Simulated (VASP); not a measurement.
A run of VASP 6.6.1 is set up as follows.

INCAR

```
SYSTEM = Be3CdO4
PREC     = Accurate       ! precision mode
ENCUT    = 600            ! plane-wave cutoff, eV
EDIFF    = 1E-6           ! SCF threshold, eV
ISMEAR   = 0              ! smearing method
SIGMA    = 0.15           ! smearing width, eV
LREAL    = .False.        ! projectors in reciprocal space
LASPH    = .True.         ! aspherical terms in the spheres
NELM     = 120            ! most SCF steps
ALGO     = Normal         ! electronic algorithm
ISIF     = 2              ! what is computed and relaxed
LWAVE    = .False.        ! write WAVECAR
LCHARG   = .False.        ! write CHGCAR
GGA      = PE             ! functional
NBANDS   = 31             ! bands
GGA_COMPAT= .False.
```

KPOINTS

```
regular mesh
0
Gamma
  4 4 2
  0 0 0
```

POSCAR

```
Be3CdO4
1.0
    2.6409087730      0.0000000000      0.0000000000
    0.0000000000      2.4965255276      0.0000000000
    0.0000000000      0.0000000000     10.5065865677
Be Cd O
3 1 4
Direct
    0.5000000000      0.0000000000      0.0000000000
    0.0000000000      0.0000000000      0.2269374767
    0.0000000000      0.0000000000      0.7730625233
    0.5000000000      0.5000000000      0.5000000000
    0.0000000000      0.5000000000      0.1092044970
    0.0000000000      0.5000000000      0.8907955030
    0.5000000000      0.5000000000      0.3021715366
    0.5000000000      0.5000000000      0.6978284634
```

Potentials or basis: VASP PAW PBE potentials, release 64 (Be, Cd, O).

Run with:

```console
$ cat potpaw_PBE.64/Be/POTCAR potpaw_PBE.64/Cd/POTCAR potpaw_PBE.64/O/POTCAR > POTCAR
$ mpirun -np 1 vasp_std > vasp.out
```

**Question.** What does it give for the pressure?

**Answer.** 0.9 GPa.

**Question.** Predict the band gap on the k mesh.

**Answer.** Zero (bands 21 and 22 overlap by 0.13 eV).

**Question.** Estimate the largest force.

**Answer.** 0.184 eV/Å.

Forces in eV/Å, atoms in the order of the input:
```
Be   0.000  0.000  0.000
Be   0.000  0.000 -0.023
Be   0.000  0.000  0.023
Cd   0.000  0.000  0.000
O    0.000  0.000 -0.003
O    0.000  0.000  0.003
O    0.000  0.000 -0.184
O    0.000  0.000  0.184
```

Caveat: the k points lie up to 0.63 Å⁻¹ apart; semilocal functionals underestimate gaps, so a narrow gap can read as zero.
